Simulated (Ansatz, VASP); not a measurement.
One calculation of ZnSe, two programs

```
Zn Se
1.0
     0.00000    2.85257    2.85257
     2.85257    0.00000    2.85257
     2.85257    2.85257    0.00000
Zn Se
1 1
Direct
  0.00000 0.00000 0.00000
  0.75000 0.75000 0.75000
```

Change from the starting cell: volume scaled by 1.02.

Alike in both runs: task single point; functional LDA; k mesh 8 × 8 × 8; occupations fermi-dirac, width 0.03 eV; no spin polarisation.

|  | VASP | Ansatz |
| --- | --- | --- |
| version | VASP 6.6.1 | Ansatz 0.2.0 |
| potentials or method | VASP PAW LDA potentials, release 64 (Zn, Se), cutoff 520 eV | all-electron LAPW, scalar-relativistic |

```csv
,VASP,Ansatz,Ansatz less VASP
pressure (GPa),-4.2,-4.4,-0.25
```

LDA's correlation is that of Perdew and Zunger in VASP and of Perdew and Wang (1992) in Ansatz. Ansatz ran all-electron here, and VASP with PAW potentials.
